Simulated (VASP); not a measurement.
Here is a VASP 6.6.1 calculation.

INCAR

```
SYSTEM = Sb
  PREC = Accurate
  ENCUT = 520
  EDIFF = 1E-7
  ISMEAR = 0
  SIGMA = 0.01
  LREAL = .FALSE.
  LASPH = .TRUE.
  NELM = 80
  ALGO = Normal
  ISIF = 2
  LWAVE = .FALSE.
  LCHARG = .FALSE.
  GGA = PS
  IVDW = 13
  NBANDS = 8
```

File KPOINTS:

```
regular mesh
0
G
  12 12 12
  0 0 0
```

Contents of POSCAR:

```
Sb
1.0
   -1.5443568632      1.5443568632      2.6565772150
    1.5443568632     -1.5443568632      2.6565772150
    1.5443568632      1.5443568632     -2.6565772150
Sb
1
Direct
    0.0000000000      0.0000000000      0.0000000000
```

Potentials or basis: VASP PAW PBE potentials, release 64 (Sb).

Launch:

```sh
$ cat potpaw_PBE.64/Sb/POTCAR > POTCAR
$ mpirun -np 1 vasp_std > vasp.out
```

Task: Estimate the dispersion energy per atom.

Result: -0.345 eV.

Task: Estimate the pressure.

Result: 1.1 GPa.

Stress tensor (GPa, compression positive):
```
 1.73  0.00  0.00
 0.00  1.73  0.00
 0.00  0.00 -0.05
```

Caveat: the PAW data sets were made with another functional, which shifts forces and pressure a little; pairwise dispersion overbinds metals, which lowers pressure and volume.
